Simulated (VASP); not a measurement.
A run of VASP 6.6.1 is set up as follows.

Contents of POSCAR:

```
TePb
1.0
    4.0807831442      0.0000000000      0.0000000000
    0.0000000000      4.0807831442      0.0000000000
    0.0000000000      0.0000000000      4.0807831442
Pb Te
1 1
Direct
    0.0000000000      0.0000000000      0.0000000000
    0.5000000000      0.5000000000      0.5000000000
```

The input INCAR.step1:

```
  PREC = Accurate
  ENCUT = 520
  EDIFF = 1E-5
  ISMEAR = -1
  SIGMA = 0.05
  LREAL = F
  LASPH = T
  NELM = 80
  ALGO = Normal
  ISIF = 2
  LWAVE = T
  LCHARG = F
  GGA = PE
  NBANDS = 17
```

Contents of INCAR.step2:

```
  PREC = Accurate
  ENCUT = 520
  EDIFF = 1E-6
  ISMEAR = -1
  SIGMA = 0.05
  LREAL = F
  LASPH = T
  NELM = 80
  ALGO = Normal
  ISIF = 2
  LWAVE = F
  LCHARG = F
  GGA = PE
  LHFCALC = T
  AEXX = 1.0
  ALDAC = 0.0
  AGGAC = 0.0
  PRECFOCK = Normal
  ISTART = 1
  NBANDS = 17
```

File KPOINTS:

```
regular mesh
0
Gamma
  4 4 4
```

Potentials or basis: VASP PAW PBE potentials, release 64 (Pb_d, Te).

Launch:

```sh
$ cat potpaw_PBE.64/Pb_d/POTCAR potpaw_PBE.64/Te/POTCAR > POTCAR
$ cp INCAR.step1 INCAR
$ mpirun -np 1 vasp_std > vasp.out
$ cp INCAR.step2 INCAR
$ mpirun -np 1 vasp_std > vasp.out
```

Problem. Predict the pressure.

Solution. 0.4 GPa.

Problem. What does it give for the band gap on the k mesh?

Solution. Zero (bands 10 and 11 overlap by 1.29 eV).

Caveat: the k points lie up to 0.38 Å⁻¹ apart, too coarse for converged energies and pressures of a metal; the PAW data sets were made with another functional, which shifts forces and pressure a little; spin-orbit coupling is left out, which moves the levels of the heavy elements.
